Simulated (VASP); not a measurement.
# C (P6_3/mmc) in VASP: single point with r2SCAN

Aim: the single point of C with r2SCAN.

All numbers are computed with VASP 6.6.1; they aren't measurements. Logs are shortened: lines on timing, memory, paths and dates and some standing lists are left out, and cuts for length are marked.

## 1. The cell of the first run

The structure is hexagonal, space group P6_3/mmc (No. 194). Conventional cell: a = 2.522 Å, b = 2.522 Å, c = 8.237 Å, α = 90.00°, β = 90.00°, γ = 120.00°. Within 2.1 Å of C (site symmetry 3m) lie 4 C at 1.54 Å. Within 2.1 Å of C (site symmetry 3m) lie 4 C at 1.54 Å.

## 2. Single point, r2SCAN

The input, POSCAR:

```
C
1.0
    2.5220988435      0.0000000000      0.0000000000
   -1.2610494217      2.1842016693      0.0000000000
    0.0000000000      0.0000000000      8.2371000000
C
8
Direct
    0.0000000000      0.0000000000      0.0937500000
    0.0000000000      0.0000000000      0.5937500000
    0.0000000000      0.0000000000      0.4062500000
    0.0000000000      0.0000000000      0.9062500000
    0.3333333333      0.6666666667      0.1562500000
    0.6666666667      0.3333333333      0.6562500000
    0.3333333333      0.6666666667      0.3437500000
    0.6666666667      0.3333333333      0.8437500000
```

The input, INCAR.step1:

```
PREC = Accurate
ENCUT = 910
ISMEAR = 0
SIGMA = 0.05
LREAL = False
LASPH = True
NELM = 120
NBANDS = 26
GGA = PE
ALGO = Normal
EDIFF = 1E-5
LWAVE = True
LCHARG = False
GGA_COMPAT = False
```

The input, INCAR.step2:

```
PREC = Accurate
ENCUT = 910
EDIFF = 1E-6
ISMEAR = 0
SIGMA = 0.05
LREAL = False
LASPH = True
NELM = 120
ALGO = Normal
ISIF = 2
LWAVE = False
LCHARG = True
METAGGA = R2SCAN
LMIXTAU = True
LELF = True
LVHAR = True
NBANDS = 26
ISTART = 1
GGA_COMPAT = False
```

The input, KPOINTS:

```
Automatic mesh
0
Gamma
  12 12 4
```

Potentials or basis: VASP PAW PBE potentials, release 64 (C_h).

Command:

```
$ cat potpaw_PBE.64/C_h/POTCAR > POTCAR
$ cp INCAR.step1 INCAR
$ mpirun -np 1 vasp_std > vasp.out
$ cp INCAR.step2 INCAR
$ mpirun -np 1 vasp_std > vasp.out
```

OUTCAR:

```text
PREC = Accurate
   ENCUT = 910
   EDIFF = 1E-6
   ISMEAR = 0
   LREAL = False
   LASPH = True
   NELM = 120
   ISIF = 2
   METAGGA = R2SCAN
   ISTART = 1

 ion  position               nearest neighbor table
   1  0.000  0.000  0.094-
   2  0.000  0.000  0.594-
   3  0.000  0.000  0.406-
   4  0.000  0.000  0.906-
   5  0.333  0.667  0.156-
   6  0.667  0.333  0.656-
   7  0.333  0.667  0.344-
   8  0.667  0.333  0.844-

  LATTYP: Found a hexagonal cell.
 ALAT       =     2.5220988435
 C/A-ratio  =     3.2659703331

  Lattice vectors:

 A1 = (   2.5220988435,   0.0000000000,   0.0000000000)
 A2 = (  -1.2610494217,   2.1842016693,   0.0000000000)
 A3 = (   0.0000000000,   0.0000000000,   8.2371000000)

Analysis of symmetry for initial positions (statically):
=====================================================================
 Subroutine PRICEL returns:
 Original cell was already a primitive cell.

 Routine SETGRP: Setting up the symmetry group for a
 hexagonal supercell.

 Subroutine GETGRP returns: Found 24 space group operations
 (whereof 12 operations were pure point group operations)
 out of a pool of 24 trial point group operations.

The static configuration has the point symmetry D_3d.
 The point group associated with its full space group is D_6h.

Analysis of symmetry for dynamics (positions and initial velocities):
=====================================================================
 Subroutine PRICEL returns:
 Original cell was already a primitive cell.

 Routine SETGRP: Setting up the symmetry group for a
 hexagonal supercell.

 Subroutine GETGRP returns: Found 24 space group operations
 (whereof 12 operations were pure point group operations)
 out of a pool of 24 trial point group operations.

The dynamic configuration has the point symmetry D_3d.
 The point group associated with its full space group is D_6h.

 Subroutine INISYM returns: Found 24 space group operations
 (whereof 12 operations are pure point group operations),
 and found     1 'primitive' translations

----------------------------------------------------------------------------------------

                                     Primitive cell

  volume of cell :      45.3763

  direct lattice vectors                    reciprocal lattice vectors
     2.522098843  0.000000000  0.000000000     0.396495166  0.228916591  0.000000000
    -1.261049422  2.184201669  0.000000000     0.000000000  0.457833182  0.000000000
     0.000000000  0.000000000  8.237100000     0.000000000  0.000000000  0.121401950

  length of vectors
     2.522098843  2.522098843  8.237100000     0.457833182  0.457833182  0.121401950

  position of ions in fractional coordinates (direct lattice)
     0.000000000  0.000000000  0.093750000
     0.000000000  0.000000000  0.593750000
     0.000000000  0.000000000  0.406250000
     0.000000000  0.000000000  0.906250000
     0.333333333  0.666666667  0.156250000
     0.666666667  0.333333333  0.656250000
     0.333333333  0.666666667  0.343750000
     0.666666667  0.333333333  0.843750000

  ion indices of the primitive-cell ions
   primitive index   ion index
                 1           1
                 2           2
                 3           3
                 4           4
                 5           5
                 6           6
                 7           7
                 8           8

----------------------------------------------------------------------------------------

 KPOINTS: Automatic mesh

Automatic generation of k-mesh.
 Grid dimensions read from file:
 generate k-points for:   12   12    4

 Generating k-lattice:

  Cartesian coordinates                     Fractional coordinates (reciprocal lattice)
     0.033041264  0.019076383  0.000000000     0.083333333  0.000000000  0.000000000
     0.000000000  0.038152765  0.000000000     0.000000000  0.083333333  0.000000000
     0.000000000  0.000000000  0.030350487     0.000000000  0.000000000  0.250000000

  Length of vectors
     0.038152765  0.038152765  0.030350487

  Shift w.r.t. Gamma in fractional coordinates (k-lattice)
     0.000000000  0.000000000  0.000000000

 Subroutine IBZKPT returns following result:
 ===========================================

 Found     57 irreducible k-points:

 Following reciprocal coordinates:
            Coordinates               Weight
  0.000000  0.000000  0.000000      1.000000
  0.083333  0.000000  0.000000      6.000000
  0.166667  0.000000  0.000000      6.000000
  0.250000  0.000000  0.000000      6.000000
  0.333333  0.000000  0.000000      6.000000
  0.416667  0.000000  0.000000      6.000000
[... 16 lines left out ...]
  0.250000  0.000000  0.250000     12.000000
  0.333333  0.000000  0.250000     12.000000
 [... further k-points ...]
   k-points           NKPTS =     57   k-points in BZ     NKDIM =     57   number of bands    NBANDS=     26
   number of dos      NEDOS =    301   number of ions     NIONS =      8
   total plane-waves  NPLWV =  65856
   dimension x,y,z NGX =    28 NGY =   28 NGZ =   84
   dimension x,y,z NGXF=    56 NGYF=   56 NGZF=  168
   ions per type =               8
   NGX,Y,Z   is equivalent  to a cutoff of  18.46, 18.46, 16.95 a.u.
   NGXF,Y,Z  is equivalent  to a cutoff of  36.91, 36.91, 33.91 a.u.
 SYSTEM =  unknown system
   PREC   = accura    normal or accurate (medium, high low for compatibility)
   ISTART =      1    job   : 0-new  1-cont  2-samecut
   ICHARG =      0    charge: 1-file 2-atom 10-const
   ISPIN  =      1    spin polarized calculation?
   LNONCOLLINEAR =      F non collinear calculations
   LSORBIT =      F    spin-orbit coupling
   LASPH  =      T    aspherical Exc in radial PAW
   ENCUT  =  910.0 eV  66.88 Ry    8.18 a.u.   6.20  6.20 20.26*2*pi/ulx,y,z
   NELM   =    120;   NELMIN=  2; NELMDL=  0     # of ELM steps
   EDIFF  = 0.1E-05   stopping-criterion for ELM
   LREAL  =      F    real-space projection
   EDIFFG = 0.1E-04   stopping-criterion for IOM
   NSW    =      0    number of steps for IOM
   IBRION =     -1    ionic relax: 0-MD 1-quasi-New 2-CG
   NFREE  =      0    steps in history (QN), initial steepest desc. (CG)
   ISIF   =      2    stress and relaxation
   ISYM   =      2    0-nonsym 1-usesym 2-fastsym
   POTIM  = 0.5000    time-step for ionic-motion
   TEBEG  =    0.0;   TEEND  =   0.0 temperature during run
   PSTRESS=    0.0 pullay stress
   NELECT =      32.0000    total number of electrons
   NUPDOWN=      -1.0000    fix difference up-down
   EMIN   =  10.00;   EMAX   =-10.00  energy-range for DOS
   EFERMI =   0.00;   METHOD = LEGACY
   ISMEAR =     0;   SIGMA  =   0.05  broadening in eV -4-tet -1-fermi 0-gaus
   EFERMI_NEDOS =   21; number of points for ismear=-14 and -15
   IALGO  =     38    algorithm
   IMIX   =      4    mixing-type and parameters
     AMIX     =   0.40;   BMIX     =  1.00
     AMIX_MAG =   1.60;   BMIX_MAG =  1.00
  volume/ion in A,a.u.               =       5.67        38.28
  Fermi-wavevector in a.u.,A,eV,Ry     =   1.457186  2.753683 28.890503  2.123392
  Thomas-Fermi vector in A             =   2.574017
   LORBIT       =      0    0 simple, 1 ext, 2 COOP (PROOUT), +10 PAW based schemes
   METAGGA = R2SCAN    functional components
   LHFCALC =     F    Hartree Fock is set to
   AEXX    =    0.0000 exact exchange contribution
   IVDW    =     0    specifies the selected vdW correction
   LEPSILON=     F    determine dielectric tensor
   LRPA    =     F    only Hartree local field effects (RPA)
 non-spin polarized calculation
 Gauss-broadening in eV      SIGMA  =   0.05
  energy-cutoff  :      910.00
  volume of cell :       45.38
 maximum number of plane-waves:      2872
 NGX is ok and might be reduce to    28
   NGX = 13   NGY = 13   NGZ = 41

 number of electron      32.0000000 magnetization

 Free energy of the ion-electron system (eV)
  ---------------------------------------------------
  ext. energy  EPLUGINS =         0.00000000
  ---------------------------------------------------
  free energy    TOTEN  =       -78.77038828 eV

  energy without entropy =      -78.77038828  energy(sigma->0) =      -78.77038828

 E-fermi :  11.2670     XC(G=0): -14.2667

 val. band max:       11.0542604606   @ k =   0.0000   0.0000   0.0000
 cond. band min:      15.7010688419   @ k =   0.4167   0.0000   0.0000
 fundamental gap:      4.6468083812
 Fermi energy:        11.2670236939

 k-point     1 :       0.0000    0.0000    0.0000
  band No.  band energies     occupation
      1     -11.7739      2.00000
      2     -10.0052      2.00000
      3      -9.9541      2.00000
      4      -5.7944      2.00000
      5      -3.1303      2.00000
      6       3.9116      2.00000
[... 18 lines left out ...]
     25      19.5728      0.00000
     26      19.6677      0.00000

 k-point     2 :       0.0833    0.0000    0.0000
  band No.  band energies     occupation
      1     -11.5957      2.00000
      2      -9.8306      2.00000
      3      -9.7785      2.00000
      4      -5.6336      2.00000
      5      -2.9703      2.00000
      6       3.9917      2.00000
[... 18 lines left out ...]
     25      20.1636      0.00000
     26      20.2282      0.00000

 k-point     3 :       0.1667    0.0000    0.0000
  band No.  band energies     occupation
      1     -11.0636      2.00000
      2      -9.3095      2.00000
      3      -9.2542      2.00000
      4      -5.1534      2.00000
      5      -2.5056      2.00000
      6       4.1158      2.00000
[... 18 lines left out ...]
     25      21.0015      0.00000
     26      21.7561      0.00000

 k-point     4 :       0.2500    0.0000    0.0000
  band No.  band energies     occupation
      1     -10.1850      2.00000
      2      -8.4522      2.00000
      3      -8.3894      2.00000
      4      -4.3629      2.00000
      5      -1.8167      2.00000
      6       2.2901      2.00000
[... 18 lines left out ...]
     25      22.3073      0.00000
     26      22.4191      0.00000

 k-point     5 :       0.3333    0.0000    0.0000
  band No.  band energies     occupation
      1      -8.9777      2.00000
      2      -7.2877      2.00000
      3      -7.2050      2.00000
      4      -3.2934      2.00000
      5      -1.4557      2.00000
      6       0.1751      2.00000
[... 18 lines left out ...]
     25      22.9265      0.00000
     26      23.4635      0.00000

 k-point     6 :       0.4167    0.0000    0.0000
  band No.  band energies     occupation
      1      -7.4962      2.00000
      2      -5.9502      2.00000
      3      -5.7703      2.00000
      4      -2.8887      2.00000
      5      -2.2460      2.00000
      6      -1.5246      2.00000
[... 427 lines left out ...]
 k-point    21 :       0.0833    0.0000    0.2500
  band No.  band energies     occupation
      1     -11.4827      2.00000
      2     -10.5835      2.00000
      3      -8.8193      2.00000
      4      -6.4054      2.00000
      5      -2.0120      2.00000
      6       1.8508      2.00000
[... 18 lines left out ...]
     25      20.2378      0.00000
     26      20.2896      0.00000

 k-point    22 :       0.1667    0.0000    0.2500
  band No.  band energies     occupation
      1     -10.9511      2.00000
      2     -10.0563      2.00000
      3      -8.3031      2.00000
      4      -5.9127      2.00000
      5      -1.5706      2.00000
      6       2.1566      2.00000
[... 18 lines left out ...]
     25      21.6189      0.00000
     26      21.9026      0.00000

 k-point    23 :       0.2500    0.0000    0.2500
  band No.  band energies     occupation
      1     -10.0734      2.00000
      2      -9.1870      2.00000
      3      -7.4543      2.00000
      4      -5.1052      2.00000
      5      -0.9347      2.00000
      6       2.1146      2.00000
[... 18 lines left out ...]
     25      21.8953      0.00000
     26      23.3486      0.00000

 k-point    24 :       0.3333    0.0000    0.2500
  band No.  band energies     occupation
      1      -8.8679      2.00000
      2      -7.9972      2.00000
      3      -6.3030      2.00000
      4      -4.0273      2.00000
      5      -0.9036      2.00000
      6       0.2182      2.00000
[... 18 lines left out ...]
     25      22.0996      0.00000
     26      24.0818      0.00000

 [... further k-points ...]

------------------------ aborting loop because EDIFF is reached ----------------------------------------

  FORCE on cell =-STRESS in cart. coord.  units (eV):
  Direction    XX          YY          ZZ          XY          YZ          ZX
  --------------------------------------------------------------------------------------
  -------------------------------------------------------------------------------------
  Total       -2.0213447     -2.0213447      1.6927396     -0.0000000      0.0000000     -0.0000000
  in kB      -71.3710010    -71.3710010     59.7683911     -0.0000000      0.0000000     -0.0000000
  external PRESSURE =     -27.6578703 kB  Pullay stress =       0.0000000 kB

 VOLUME and BASIS-vectors are now :
 -----------------------------------------------------------------------------
  energy-cutoff  :      910.00
  volume of cell :       45.38
      direct lattice vectors                 reciprocal lattice vectors
     2.522098843  0.000000000  0.000000000     0.396495166  0.228916591  0.000000000
    -1.261049422  2.184201669  0.000000000     0.000000000  0.457833182  0.000000000
     0.000000000  0.000000000  8.237100000     0.000000000  0.000000000  0.121401950

 POSITION                                       TOTAL-FORCE (eV/Angst)
 -----------------------------------------------------------------------------------
      0.00000      0.00000      0.77223         0.000000      0.000000     -0.359339
      0.00000      0.00000      4.89078         0.000000     -0.000000     -0.359339
      0.00000      0.00000      3.34632        -0.000000      0.000000      0.359339
      0.00000      0.00000      7.46487         0.000000     -0.000000      0.359339
     -0.00000      1.45613      1.28705         0.000000     -0.000000     -0.331182
      1.26105      0.72807      5.40560        -0.000000     -0.000000     -0.331182
     -0.00000      1.45613      2.83150        -0.000000      0.000000      0.331182
      1.26105      0.72807      6.95005         0.000000      0.000000      0.331182
 -----------------------------------------------------------------------------------
    total drift:                               -0.000000      0.000000      0.000000

  FREE ENERGIE OF THE ION-ELECTRON SYSTEM (eV)
  ---------------------------------------------------
  free  energy   TOTEN  =       -78.7703882759 eV

  energy  without entropy=      -78.7703882759  energy(sigma->0) =      -78.77038828
```

Run time: 9.6 min. Hardware: 1 thread of Intel Xeon Platinum 8259CL at 2.50GHz (Skylake/Cascade Lake), shared host; peak memory 0.31 GiB.

What came out:

| Item | Value |
| --- | --- |
| Free energy | -78.7704 eV |
| Pressure | -2.8 GPa |
| Largest force | 0.359 eV/Å |
| Band gap on the k mesh | 4.65 eV (least direct gap 5.45 eV) |

Forces on the atoms (eV/Å):
```
C    0.000  0.000 -0.359
C    0.000  0.000 -0.359
C    0.000  0.000  0.359
C    0.000  0.000  0.359
C    0.000  0.000 -0.331
C    0.000  0.000 -0.331
C    0.000  0.000  0.331
C    0.000  0.000  0.331
```

Stress tensor (GPa, compression positive):
```
-7.14  0.00  0.00
 0.00 -7.14  0.00
 0.00  0.00  5.98
```

Caveat: the cutoff is under 1.25 times the usual one of these potentials, so pressure, stress and relaxed cells hold a basis-set (Pulay) error; the PAW data sets were made with another functional, which shifts forces and pressure a little. A k mesh can miss the band edges.
